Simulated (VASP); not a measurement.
Input of a VASP 6.6.1 run:

File INCAR:

```
ALGO = Normal
EDIFF = 1E-7
ENCUT = 520
GGA = PE
ISIF = 2
ISMEAR = 0
LASPH = True
LCHARG = False
LDAU = True
LDAUJ = 0 0
LDAUL = 2 -1
LDAUPRINT = 1
LDAUTYPE = 2
LDAUU = 4 0
LMAXMIX = 4
LREAL = False
LWAVE = False
NBANDS = 33
NELM = 150
PREC = Accurate
SIGMA = 0.02
```

KPOINTS

```
k-points
0
Gamma
  6 6 10
```

File POSCAR:

```
TiO2
1.0
    4.6173002344      0.0000000000      0.0000000000
    0.0000000000      4.6173002344      0.0000000000
    0.0000000000      0.0000000000      3.0512043906
Ti O
2 4
Direct
    0.5000000000      0.5000000000      0.0000000000
    0.0000000000      0.0000000000      0.5000000000
    0.6941552738      0.6941552738      0.5000000000
    0.8058447262      0.1941552738      0.0000000000
    0.1941552738      0.8058447262      0.0000000000
    0.3058447262      0.3058447262      0.5000000000
```

Potentials or basis: VASP PAW PBE potentials, release 64 (Ti_sv, O).

Command:

```bash
$ cat potpaw_PBE.64/Ti_sv/POTCAR potpaw_PBE.64/O/POTCAR > POTCAR
$ mpirun -np 1 vasp_std > vasp.out
```

Problem. What does it give for the pressure?

Solution. 2.1 GPa.

Problem. Predict the largest force.

Solution. 0.119 eV/Å.

Problem. What does it give for the band gap on the k mesh?

Solution. 2.28 eV.

Eigenvalues of the final occupation matrices:
```
    site  spin  trace               eigenvalues
site 1 d     1   0.77  0.07 0.10 0.10 0.24 0.26
site 1 d     2   0.77  0.07 0.10 0.10 0.24 0.26
site 2 d     1   0.77  0.07 0.10 0.10 0.24 0.26
site 2 d     2   0.77  0.07 0.10 0.10 0.24 0.26
```

A k mesh can miss the band edges.
